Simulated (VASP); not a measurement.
SnGe2, 6 atoms in the cell. It takes space group P-3m1 (No. 164, trigonal). The conventional cell has a = 4.292 Å, b = 4.292 Å, c = 10.534 Å, α = 90.00°, β = 90.00°, γ = 120.00°. Within 3.5 Å of Sn (site symmetry 3m) lie 3 Ge at 2.65 Å and 1 Sn at 2.87 Å. Ge (site symmetry 3m) has 1 Ge at 2.50 Å and 3 Sn at 2.65 Å within 3.3 Å. Ge (site symmetry 3m) has 4 Ge at 2.50 to 2.59 Å within 3.3 Å. 

- Program: VASP 6.6.1
- Task: single point
- Functional: PBE
- Potentials or basis: VASP PAW PBE potentials, release 64 (Sn_d, Ge_d)
- Cutoff: 520 eV
- k mesh: 12 × 12 × 4
- Occupations: gaussian, width 0.1 eV
- Spin: no spin polarisation
- Dipole correction: no
- Further INCAR settings: ALGO = Normal; EDIFF = 1e-06; NBANDS = 51

Potentials or basis: VASP PAW PBE potentials, release 64 (Sn_d, Ge_d).

Run with:

```sh
$ cat potpaw_PBE.64/Sn_d/POTCAR potpaw_PBE.64/Ge_d/POTCAR > POTCAR
$ mpirun -np 1 vasp_std > vasp.out
```

Hardware: 1 thread of AMD EPYC 9R45, with other jobs on the host.

Question: How long does it take, and how much memory?

Answer: Run time: 16 min on 1 thread of AMD EPYC 9R45, on a shared host, peak memory 0.55 GiB. Counts: scf iterations 14, k points 69.
